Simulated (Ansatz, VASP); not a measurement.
**Ca3C: VASP beside Ansatz**

```
CELL_PARAMETERS angstrom
4.52201 0.00000 0.00000
0.00000 4.52201 0.00000
0.00000 0.00000 4.52201
ATOMIC_POSITIONS crystal
Ca 0.00000 0.50000 0.50000
Ca 0.50000 0.00000 0.50000
Ca 0.50000 0.50000 0.00000
C 0.00000 0.00000 0.00000
```

Alike in both runs: functional PBE; k mesh 10 × 10 × 10; occupations gaussian, width 0.1 eV; no spin polarisation.

Ansatz relaxed the structure, and its values are those at the end. VASP's run is a single point on that final structure, the one shown.

```csv
,VASP,Ansatz
version,VASP 6.6.1,Ansatz 0.2.0
potentials or method,"VASP PAW PBE potentials, release 64 (Ca_sv, C), cutoff 520 eV","scalar-relativistic, plane waves, PAW"
valence electrons in the cell,34,34
```

VASP gave:

- gap on the k mesh at the Fermi level (eV): none
- pressure (GPa): 0.1

Problem. Estimate Ansatz's values.

Solution. gap on the k mesh at the Fermi level (eV): none; pressure (GPa): 0.0.

A gap of «none» marks a metal or a gap that the smearing closes. The functional is the same, so the differences come from potentials, cutoffs and numerics.
